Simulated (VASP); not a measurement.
Set up this calculation in VASP 6.6.1, as the native input.

```
Task                   : single point
Functional             : PBEsol
Potentials or basis    : VASP PAW PBE potentials, release 64 (Zr_sv, Cd)
Cutoff                 : 520 eV
k mesh                 : 8 × 8 × 8
Occupations            : gaussian, width 0.1 eV
Spin                   : no spin polarisation
Dipole correction      : no
Further INCAR settings : ALGO = Fast; EDIFF = 1e-06; NBANDS = 38
```

The structure of Zr3Cd2 lies in POSCAR:

```
Zr3Cd2
1.0
    5.6667897669      0.0000000000      0.0000000000
    0.0000000000      5.6667897669      0.0000000000
    0.0000000000      0.0000000000      5.0813302819
Zr Cd
3 2
Direct
    0.0000000000      0.5000000000      0.0000000000
    0.5000000000      0.0000000000      0.0000000000
    0.0000000000      0.0000000000      0.0000000000
    0.5000000000      0.5000000000      0.5000000000
    0.5000000000      0.5000000000      0.0000000000
```

This cell differs from its parent crystal: biaxial strain in the a-b plane: +3.0 %, then relaxed in part.

The input as run:

INCAR

```
SYSTEM = Zr3Cd2
PREC = Accurate ; ENCUT = 520
EDIFF = 1E-6 ; ISMEAR = 0
SIGMA = 0.1 ; LREAL = .False.
LASPH = .True. ; NELM = 80
ALGO = Fast ; ISIF = 2
LWAVE = .False. ; LCHARG = .True.
GGA = PS ; LELF = .True.
LVHAR = .True. ; NBANDS = 38
```

KPOINTS

```
Automatic mesh
0
Gamma
  8 8 8
  0 0 0
```

Potentials or basis: VASP PAW PBE potentials, release 64 (Zr_sv, Cd).

Command:

```sh
$ cat potpaw_PBE.64/Zr_sv/POTCAR potpaw_PBE.64/Cd/POTCAR > POTCAR
$ mpirun -np 1 vasp_std > vasp.out
```

It gave:

| Property | Result |
| --- | --- |
| Pressure | -2.7 GPa |
| Band gap on the k mesh | zero (bands 30 and 31 overlap by 0.98 eV) |

Caveat: the cell differs from its parent crystal (biaxial strain in the a-b plane: +3.0 %, then relaxed in part); the PAW data sets were made with another functional, which shifts forces and pressure a little.

Run time: 5.8 min on 1 thread of Intel(R) Xeon(R) 6975P-C (Granite Rapids) (shared host), peak memory 0.51 GiB.
